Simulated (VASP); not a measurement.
# Ag (I4/mmm) in VASP: further runs

Ag is run at these levels: PBE; tasks: single point.

Program: VASP 6.6.1. These are calculated values, not measurements. Logs are shortened: lines on timing, memory, paths and dates and some standing lists are left out, and cuts for length are marked.

## Step 1: The cell of the first run

The structure is tetragonal, space group I4/mmm (No. 139). The conventional cell has a = 3.717 Å, b = 3.717 Å, c = 2.628 Å, α = 90.00°, β = 90.00°, γ = 90.00°. Ag (site symmetry 4/mmm) has 10 Ag at 2.63 to 2.94 Å within 3.5 Å.

## Step 2: Single point, PBE

File INCAR:

```
PREC = Accurate
ENCUT = 520
EDIFF = 1E-7
ISMEAR = 0
SIGMA = 0.15
LREAL = F
LASPH = T
NELM = 60
ALGO = Fast
ISIF = 2
LWAVE = F
LCHARG = F
GGA = PE
NBANDS = 12
```

File KPOINTS:

```
Automatic mesh
0
Gamma
  22 22 22
```

File POSCAR:

```
Ag
1.0
   -1.8585023365      1.8585023365      1.3139611519
    1.8585023365     -1.8585023365      1.3139611519
    1.8585023365      1.8585023365     -1.3139611519
Ag
1
Direct
    0.0000000000      0.0000000000      0.0000000000
```

Potentials or basis: VASP PAW PBE potentials, release 64 (Ag).

Launch:

```bash
$ cat potpaw_PBE.64/Ag/POTCAR > POTCAR
$ mpirun -np 1 vasp_std > vasp.out
```

OUTCAR:

```text
PREC = Accurate
   ENCUT = 520
   EDIFF = 1E-7
   ISMEAR = 0
   LREAL = F
   LASPH = T
   NELM = 60
   ISIF = 2
   GGA = PE

 ion  position               nearest neighbor table
   1  0.000  0.000  0.000-

  LATTYP: Found a body centered tetragonal cell.
 ALAT       =     3.7170046730
 C/A-ratio  =     0.7070000000

  Lattice vectors:

 A1 = (  -1.8585023365,   1.8585023365,   1.3139611519)
 A2 = (   1.8585023365,  -1.8585023365,   1.3139611519)
 A3 = (   1.8585023365,   1.8585023365,  -1.3139611519)

Analysis of symmetry for initial positions (statically):
=====================================================================
 Subroutine PRICEL returns:
 Original cell was already a primitive cell.

 Routine SETGRP: Setting up the symmetry group for a
 body centered tetragonal supercell.

 Subroutine GETGRP returns: Found 16 space group operations
 (whereof 16 operations were pure point group operations)
 out of a pool of 16 trial point group operations.

The static configuration has the point symmetry D_4h.

Analysis of symmetry for dynamics (positions and initial velocities):
=====================================================================
 Subroutine PRICEL returns:
 Original cell was already a primitive cell.

 Routine SETGRP: Setting up the symmetry group for a
 body centered tetragonal supercell.

 Subroutine GETGRP returns: Found 16 space group operations
 (whereof 16 operations were pure point group operations)
 out of a pool of 16 trial point group operations.

The dynamic configuration has the point symmetry D_4h.

 Subroutine INISYM returns: Found 16 space group operations
 (whereof 16 operations are pure point group operations),
 and found     1 'primitive' translations

----------------------------------------------------------------------------------------

                                     Primitive cell

  volume of cell :      18.1538

  direct lattice vectors                    reciprocal lattice vectors
    -1.858502336  1.858502336  1.313961152     0.000000000  0.269033829  0.380528754
     1.858502336 -1.858502336  1.313961152     0.269033829  0.000000000  0.380528754
     1.858502336  1.858502336 -1.313961152     0.269033829  0.269033829  0.000000000

  length of vectors
     2.938461464  2.938461464  2.938461464     0.466027181  0.466027181  0.380471290

  position of ions in fractional coordinates (direct lattice)
     0.000000000  0.000000000  0.000000000

  ion indices of the primitive-cell ions
   primitive index   ion index
                 1           1

----------------------------------------------------------------------------------------

 KPOINTS: Automatic mesh

Automatic generation of k-mesh.
 Grid dimensions read from file:
 generate k-points for:   22   22   22

 Generating k-lattice:

  Cartesian coordinates                     Fractional coordinates (reciprocal lattice)
     0.000000000  0.012228810  0.017296762     0.045454545 -0.000000000  0.000000000
     0.012228810  0.000000000  0.017296762    -0.000000000  0.045454545  0.000000000
     0.012228810  0.012228810  0.000000000     0.000000000  0.000000000  0.045454545

  Length of vectors
     0.021183054  0.021183054  0.017294150

  Shift w.r.t. Gamma in fractional coordinates (k-lattice)
     0.000000000  0.000000000  0.000000000

 Subroutine IBZKPT returns following result:
 ===========================================

 Found    834 irreducible k-points:

 Following reciprocal coordinates:
            Coordinates               Weight
  0.000000  0.000000  0.000000      1.000000
  0.045455  0.000000  0.000000      8.000000
  0.090909  0.000000  0.000000      8.000000
  0.136364 -0.000000  0.000000      8.000000
  0.181818 -0.000000  0.000000      8.000000
  0.227273  0.000000  0.000000      8.000000
[... 16 lines left out ...]
  0.500000  0.045455  0.000000     16.000000
 -0.454545  0.045455  0.000000     16.000000
 [... further k-points ...]
   k-points           NKPTS =    834   k-points in BZ     NKDIM =    834   number of bands    NBANDS=     12
   number of dos      NEDOS =    301   number of ions     NIONS =      1
   total plane-waves  NPLWV =  13824
   dimension x,y,z NGX =    24 NGY =   24 NGZ =   24
   dimension x,y,z NGXF=    48 NGYF=   48 NGZF=   48
   ions per type =               1
   NGX,Y,Z   is equivalent  to a cutoff of  13.58, 13.58, 13.58 a.u.
   NGXF,Y,Z  is equivalent  to a cutoff of  27.16, 27.16, 27.16 a.u.
 SYSTEM =  unknown system
   PREC   = accura    normal or accurate (medium, high low for compatibility)
   ISTART =      0    job   : 0-new  1-cont  2-samecut
   ICHARG =      2    charge: 1-file 2-atom 10-const
   ISPIN  =      1    spin polarized calculation?
   LNONCOLLINEAR =      F non collinear calculations
   LSORBIT =      F    spin-orbit coupling
   LASPH  =      T    aspherical Exc in radial PAW
   ENCUT  =  520.0 eV  38.22 Ry    6.18 a.u.   5.46  5.46  5.46*2*pi/ulx,y,z
   NELM   =     60;   NELMIN=  2; NELMDL= -5     # of ELM steps
   EDIFF  = 0.1E-06   stopping-criterion for ELM
   LREAL  =      F    real-space projection
   EDIFFG = 0.1E-05   stopping-criterion for IOM
   NSW    =      0    number of steps for IOM
   IBRION =     -1    ionic relax: 0-MD 1-quasi-New 2-CG
   NFREE  =      0    steps in history (QN), initial steepest desc. (CG)
   ISIF   =      2    stress and relaxation
   ISYM   =      2    0-nonsym 1-usesym 2-fastsym
   POTIM  = 0.5000    time-step for ionic-motion
   TEBEG  =    0.0;   TEEND  =   0.0 temperature during run
   PSTRESS=    0.0 pullay stress
   NELECT =      11.0000    total number of electrons
   NUPDOWN=      -1.0000    fix difference up-down
   EMIN   =  10.00;   EMAX   =-10.00  energy-range for DOS
   EFERMI =   0.00;   METHOD = LEGACY
   ISMEAR =     0;   SIGMA  =   0.15  broadening in eV -4-tet -1-fermi 0-gaus
   EFERMI_NEDOS =   21; number of points for ismear=-14 and -15
   IALGO  =     68    algorithm
   IMIX   =      4    mixing-type and parameters
     AMIX     =   0.40;   BMIX     =  1.00
     AMIX_MAG =   1.60;   BMIX_MAG =  1.00
  volume/ion in A,a.u.               =      18.15       122.51
  Fermi-wavevector in a.u.,A,eV,Ry     =   1.385318  2.617871 26.111022  1.919106
  Thomas-Fermi vector in A             =   2.509739
   LORBIT       =      0    0 simple, 1 ext, 2 COOP (PROOUT), +10 PAW based schemes
   GGA     = PE    functional components
   LHFCALC =     F    Hartree Fock is set to
   AEXX    =    0.0000 exact exchange contribution
   IVDW    =     0    specifies the selected vdW correction
   LEPSILON=     F    determine dielectric tensor
   LRPA    =     F    only Hartree local field effects (RPA)
 non-spin polarized calculation
 RMM-DIIS sequential band-by-band and
 Gauss-broadening in eV      SIGMA  =   0.15
  energy-cutoff  :      520.00
  volume of cell :       18.15
 maximum number of plane-waves:       501
 NGX is ok and might be reduce to    24
   NGX = 11   NGY = 11   NGZ = 11

 number of electron      11.0000002 magnetization

 Free energy of the ion-electron system (eV)
  ---------------------------------------------------
  ext. energy  EPLUGINS =         0.00000000
  ---------------------------------------------------
  free energy    TOTEN  =        -2.56459131 eV

  energy without entropy =       -2.56186627  energy(sigma->0) =       -2.56322879

 E-fermi :   7.6318     XC(G=0): -11.8012

 val. band max:        7.6219422011   @ k =  -0.3636   0.5000   0.0909
 cond. band min:       7.6582037807   @ k =  -0.4545  -0.4545   0.0455
 fundamental gap:      0.0362615796
 Fermi energy:         7.6318487818

 k-point     1 :       0.0000    0.0000    0.0000
  band No.  band energies     occupation
      1       0.2454      2.00000
      2       2.1202      2.00000
      3       2.3959      2.00000
      4       3.8423      2.00000
      5       3.8423      2.00000
      6       4.4102      2.00000
      7      22.0217      0.00000
      8      22.0217      0.00000
      9      28.4432      0.00000
     10      28.6440      0.00000
     11      30.9817      0.00000
     12      30.9822      0.00000

 k-point     2 :       0.0455    0.0000    0.0000
  band No.  band energies     occupation
      1       0.3281      2.00000
      2       2.1433      2.00000
      3       2.4321      2.00000
      4       3.8142      2.00000
      5       3.8158      2.00000
      6       4.3958      2.00000
      7      22.0197      0.00000
      8      22.0395      0.00000
      9      28.4733      0.00000
     10      28.6342      0.00000
     11      30.3749      0.00000
     12      30.8695      0.00000

 k-point     3 :       0.0909    0.0000    0.0000
  band No.  band energies     occupation
      1       0.5715      2.00000
      2       2.2065      2.00000
      3       2.5363      2.00000
      4       3.7391      2.00000
      5       3.7451      2.00000
      6       4.3560      2.00000
      7      21.9989      0.00000
      8      22.0789      0.00000
      9      28.3008      0.00000
     10      28.5397      0.00000
     11      29.0859      0.00000
     12      30.6503      0.00000
[... 286 lines left out ...]
 k-point    23 :       0.5000    0.0455    0.0000
  band No.  band energies     occupation
      1       1.5236      2.00000
      2       1.8084      2.00000
      3       3.8568      2.00000
      4       4.5623      2.00000
      5       5.0155      2.00000
      6       8.6719      0.00000
      7      13.6896      0.00000
      8      19.2239      0.00000
      9      19.8185      0.00000
     10      25.8507      0.00000
     11      26.4684      0.00000
     12      29.3713      0.00000

 k-point    24 :      -0.4545    0.0455    0.0000
  band No.  band energies     occupation
      1       1.5873      2.00000
      2       1.8701      2.00000
      3       3.8788      2.00000
      4       4.4731      2.00000
      5       4.8575      2.00000
      6       7.6621      0.77537
      7      14.9546      0.00000
      8      19.2076      0.00000
      9      20.0895      0.00000
     10      25.8929      0.00000
     11      26.6918      0.00000
     12      29.7926      0.00000

 [... further k-points ...]
[... 5 lines left out ...]
  --------------------------------------------------------------------------------------
  -------------------------------------------------------------------------------------
  Total       -0.3518902     -0.3518902      2.0837482      0.0000000      0.0000000     -0.0000000
  in kB      -31.0562499    -31.0562499    183.9022669      0.0000000      0.0000000     -0.0000000
  external PRESSURE =      40.5965890 kB  Pullay stress =       0.0000000 kB

 VOLUME and BASIS-vectors are now :
 -----------------------------------------------------------------------------
  energy-cutoff  :      520.00
  volume of cell :       18.15
      direct lattice vectors                 reciprocal lattice vectors
    -1.858502336  1.858502336  1.313961152     0.000000000  0.269033829  0.380528754
     1.858502336 -1.858502336  1.313961152     0.269033829  0.000000000  0.380528754
     1.858502336  1.858502336 -1.313961152     0.269033829  0.269033829  0.000000000

 POSITION                                       TOTAL-FORCE (eV/Angst)
 -----------------------------------------------------------------------------------
      0.00000      0.00000      0.00000        -0.000000     -0.000000     -0.000000
 -----------------------------------------------------------------------------------
    total drift:                               -0.000000      0.000000      0.000000

  FREE ENERGIE OF THE ION-ELECTRON SYSTEM (eV)
  ---------------------------------------------------
  free  energy   TOTEN  =        -2.5645913109 eV

  energy  without entropy=       -2.5618662704  energy(sigma->0) =       -2.56322879
```

Wall time 55 s (1 thread of Intel Xeon 6975P-C (Granite Rapids), shared host); peak memory 0.28 GiB.

What came out:

* Free energy: -2.5646 eV
* Pressure: 4.1 GPa

## Step 3: Single point, PBE

File INCAR:

```
ALGO = Fast
EDIFF = 1E-7
ENCUT = 520
GGA = PE
ISIF = 2
ISMEAR = 0
LASPH = True
LCHARG = False
LREAL = False
LWAVE = False
NBANDS = 12
NELM = 100
PREC = Accurate
SIGMA = 0.15
```

File KPOINTS:

```
k-points
0
Gamma
  22 22 22
```

File POSCAR:

```
Ag
1.0
   -1.7478196091      1.7478196091      1.4856466677
    1.7478196091     -1.7478196091      1.4856466677
    1.7478196091      1.7478196091     -1.4856466677
Ag
1
Direct
    0.0000000000      0.0000000000      0.0000000000
```

Potentials or basis: VASP PAW PBE potentials, release 64 (Ag).

Launch:

```bash
$ cat potpaw_PBE.64/Ag/POTCAR > POTCAR
$ mpirun -np 1 vasp_std > vasp.out
```

Wall time 61 s (1 thread of Intel Xeon 6975P-C (Granite Rapids), shared host); peak memory 0.28 GiB.

The run converged. Its results:

| Quantity | Value |
| --- | --- |
| Free energy | -2.6870 eV |
| Pressure | -0.6 GPa |

Stress tensor (GPa, compression positive):
```
-0.94  0.00  0.00
 0.00 -0.94  0.00
 0.00  0.00  0.13
```

Levels at points of the mesh, in eV from the Fermi level:
```tsv
k point	band 3	band 4	band 5	band 6	band 7	band 8	band 9	band 10
(0.00, 0.00, 0.00)	-4.39	-4.39	-4.11	-3.25	16.47	16.47	20.02	22.44
(0.50, 0.00, 0.00)	-3.65	-2.97	-2.68	0.46	4.46	12.37	12.88	18.52
(0.50, 0.50, 0.00)	-4.18	-3.63	-2.72	-0.51	2.79	15.04	16.67	21.32
(0.50, 0.50, 0.50)	-2.89	-2.89	-2.71	5.27	5.27	10.10	10.41	11.58
```

## Step 4: Single point, PBE

File INCAR:

```
SYSTEM = Ag
ALGO = Fast
EDIFF = 1E-6
ENCUT = 520
GGA = PE
ISIF = 2
ISMEAR = 0
LASPH = .True.
LCHARG = .False.
LREAL = .False.
LWAVE = .False.
NBANDS = 12
NELM = 100
PREC = Accurate
SIGMA = 0.15
```

File KPOINTS:

```
k-points
0
Gamma
  22 22 22
  0 0 0
```

File POSCAR:

```
Ag
1.0
   -1.5580300654      1.5580300654      1.8696360784
    1.5580300654     -1.5580300654      1.8696360784
    1.5580300654      1.5580300654     -1.8696360784
Ag
1
Direct
    0.0000000000      0.0000000000      0.0000000000
```

Launch:

```bash
$ cat potpaw_PBE.64/Ag/POTCAR > POTCAR
$ mpirun -np 1 vasp_std > vasp.out
```

Wall time 50 s (1 thread of Intel Xeon 6975P-C (Granite Rapids), shared host); peak memory 0.27 GiB.

The run converged. Its results:

| Item | Value |
| --- | --- |
| Free energy | -2.7013 eV |
| Pressure | -1.1 GPa |

Stress tensor (GPa, compression positive):
```
-1.73  0.00  0.00
 0.00 -1.73  0.00
 0.00  0.00  0.09
```

Levels at points of the mesh, in eV from the Fermi level:
| k point | band 4 | band 5 | band 6 | band 7 | band 8 | band 9 |
| --- | --- | --- | --- | --- | --- | --- |
| (0.00, 0.00, 0.00) | -4.16 | -4.01 | -3.36 | 16.28 | 18.51 | 18.51 |
| (0.50, 0.00, 0.00) | -3.19 | -2.74 | -0.16 | 3.39 | 14.23 | 15.49 |
| (0.50, 0.50, 0.00) | -3.10 | -2.57 | 0.84 | 5.03 | 11.44 | 11.67 |
| (0.50, 0.50, 0.50) | -2.75 | -2.75 | 3.73 | 8.54 | 8.54 | 9.04 |

## Step 5: Single point, PBE

File INCAR:

```
PREC     = Accurate       # precision mode
ENCUT    = 520            # plane-wave cutoff, eV
EDIFF    = 1E-6           # SCF threshold, eV
ISMEAR   = 0              # smearing method
SIGMA    = 0.15           # smearing width, eV
LREAL    = F              # projectors in reciprocal space
LASPH    = T              # aspherical terms in the spheres
NELM     = 100            # most SCF steps
ALGO     = Fast           # electronic algorithm
ISIF     = 2              # what is computed and relaxed
LWAVE    = F              # write WAVECAR
LCHARG   = F              # write CHGCAR
GGA      = PE             # functional
NBANDS   = 12             # bands
```

File KPOINTS:

```
regular mesh
0
Gamma
  22 22 22
```

File POSCAR:

```
Ag
1.0
   -1.7986143269      1.7986143269      1.4029191750
    1.7986143269     -1.7986143269      1.4029191750
    1.7986143269      1.7986143269     -1.4029191750
Ag
1
Direct
    0.0000000000      0.0000000000      0.0000000000
```

Launch:

```bash
$ cat potpaw_PBE.64/Ag/POTCAR > POTCAR
$ mpirun -np 1 vasp_std > vasp.out
```

Run time: 64 s. Hardware: 1 thread of Intel Xeon 6975P-C (Granite Rapids), shared host; peak memory 0.28 GiB.

It converged, with:

| Property | Result |
| --- | --- |
| Free energy | -2.6627 eV |
| Pressure | 0.6 GPa |

Stress tensor (GPa, compression positive):
```
-1.66  0.00  0.00
 0.00 -1.66  0.00
 0.00  0.00  5.07
```

Levels at points of the mesh, in eV from the Fermi level:
| k point | band 4 | band 5 | band 6 | band 7 | band 8 | band 9 |
| --- | --- | --- | --- | --- | --- | --- |
| (0.00, 0.00, 0.00) | -4.15 | -4.15 | -3.21 | 15.54 | 15.54 | 21.61 |
| (0.50, 0.00, 0.00) | -2.82 | -2.76 | 0.75 | 4.97 | 12.10 | 12.46 |
| (0.50, 0.50, 0.00) | -3.76 | -2.77 | -0.78 | 2.28 | 16.14 | 18.38 |
| (0.50, 0.50, 0.50) | -2.91 | -2.69 | 4.55 | 4.55 | 9.46 | 10.89 |

## Step 6: Summary

| cell | further INCAR settings | gap on the mesh (eV) | pressure (GPa) |
| --- | --- | --- | --- |
| a = 2.938 Å, angles 101.5, 101.5, 126.9°, 1 atom | ALGO = Fast; EDIFF = 1e-07; NBANDS = 12 | none | 4.1 |
| a = 2.884 Å, angles 105.4, 105.4, 118.0°, 1 atom | ALGO = Fast; EDIFF = 1e-07; NBANDS = 12 | none | -0.6 |
| a = 2.890 Å, angles 114.7, 114.7, 99.4°, 1 atom | ALGO = Fast; EDIFF = 1e-06; NBANDS = 12 | none | -1.1 |
| a = 2.905 Å, angles 103.5, 103.5, 122.2°, 1 atom | ALGO = Fast; EDIFF = 1e-06; NBANDS = 12 | none | 0.6 |

Alike in all rows: task single point; level PBE; potentials or basis VASP PAW PBE potentials, release 64 (Ag); no spin polarisation; k mesh 22 × 22 × 22; cutoff (eV) 520; smearing gaussian 0.15 eV.

Absolute energies hang on the potentials; compare differences alone.
